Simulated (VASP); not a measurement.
Write the native input for VASP 6.6.1 that does the following.

```yaml
Task: single point
Functional: PBE
Potentials_or_basis: VASP PAW PBE potentials, release 64 (Os)
Cutoff: 600 eV
k_mesh: 10 × 10 × 10
Occupations: gaussian, width 0.1 eV
Spin: no spin polarisation
Dipole_correction: no
Further_INCAR_settings: ALGO = Normal; EDIFF = 1e-06; NBANDS = 10
```

The structure of Os lies in POSCAR:

```
Os
1.0
    0.0000000000      1.8383664527      1.8383664527
    1.8383664527      0.0000000000      1.8383664527
    1.8383664527      1.8383664527      0.0000000000
Os
1
Direct
    0.0000000000      0.0000000000      0.0000000000
```

This isn't the form of Os at room conditions, which is hcp.

One way to write it, as run:

INCAR

```
PREC = Accurate
ENCUT = 600
EDIFF = 1E-6
ISMEAR = 0
SIGMA = 0.1
LREAL = F
LASPH = T
NELM = 120
ALGO = Normal
ISIF = 2
LWAVE = F
LCHARG = T
GGA = PE
LELF = T
LVHAR = T
NBANDS = 10
GGA_COMPAT = F
```

KPOINTS

```
Automatic mesh
0
Gamma
  10 10 10
```

Potentials or basis: VASP PAW PBE potentials, release 64 (Os).

Command:

```bash
$ cat potpaw_PBE.64/Os/POTCAR > POTCAR
$ mpirun -np 1 vasp_std > vasp.out
```

Results of the run:

* Pressure: 81.2 GPa
* Band gap on the k mesh: zero (bands 4 and 5 overlap by 4.84 eV)

Caveat: the cell stands under pressure; spin-orbit coupling is left out, which moves the levels of the heavy elements.

It took 6.2 s on 1 thread of Intel(R) Xeon(R) Platinum 8375C CPU @ 2.90GHz (Ice Lake), on a shared host, peak memory 0.14 GiB.
